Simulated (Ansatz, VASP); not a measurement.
# One calculation of InAs, two programs

File INCAR:

```
SYSTEM = InAs
PREC     = Accurate       ! precision mode
ENCUT    = 520            ! plane-wave cutoff, eV
EDIFF    = 1E-6           ! SCF threshold, eV
ISMEAR   = 0              ! smearing method
SIGMA    = 0.017          ! smearing width, eV
LREAL    = .False.        ! projectors in reciprocal space
LASPH    = .True.         ! aspherical terms in the spheres
NELM     = 60             ! most SCF steps
ALGO     = Normal         ! electronic algorithm
ISIF     = 2              ! what is computed and relaxed
LWAVE    = .False.        ! write WAVECAR
LCHARG   = .False.        ! write CHGCAR
GGA      = PE             ! functional
NBANDS   = 16             ! bands
```

File KPOINTS:

```
Automatic mesh
0
Gamma
  8 8 8
  0 0 0
```

Contents of POSCAR:

```
InAs
1.0
    0.0000000000      3.0180000000      3.0180000000
    3.0180000000      0.0000000000      3.0180000000
    3.0180000000      3.0180000000      0.0000000000
In As
1 1
Direct
    0.0000000000      0.0000000000      0.0000000000
    0.7500000000      0.7500000000      0.7500000000
```

File input.yaml:

```yaml
crystal:
  lattice:
    - [0.0, 3.018, 3.018]
    - [3.018, 0.0, 3.018]
    - [3.018, 3.018, 0.0]
  atoms:
    - { symbol: In, position: [0.0, 0.0, 0.0] }
    - { symbol: As, position: [0.75, 0.75, 0.75] }
hamiltonian:
  xc: pbe
  pseudopotentials: { kind: paw }
kpoints:
  mp_grid: { grid: [8, 8, 8] }
scf:
  occupations: { method: gaussian, width: 0.017 }
output:
  forces: true
  stress: true
  eigenvalues: true
```

Alike in both runs: task single point; functional PBE; k mesh 8 × 8 × 8; occupations gaussian, width 0.017 eV; no spin polarisation.

|  | VASP | Ansatz |
| --- | --- | --- |
| version | VASP 6.6.1 | Ansatz 0.2.0 |
| potentials or method | VASP PAW PBE potentials, release 64 (In_d, As) | Ansatz PAW |
| plane-wave cutoff (eV) | 520 | 420 |
| valence electrons in the cell | 18 | 28 |

Ansatz gave:

* gap on the k mesh at the Fermi level (eV): none
* pressure (GPa): 4.3

Problem. Which values does VASP return?

Solution. gap on the k mesh at the Fermi level (eV): none; pressure (GPa): 4.4.

A gap of «none» marks a metal or a gap that the smearing closes. With one functional, cell and mesh, what is left measures potentials, basis and numerics. VASP's potentials hold 18 valence electrons a cell and Ansatz's 28, so a difference there can come from the potentials and not from the codes.
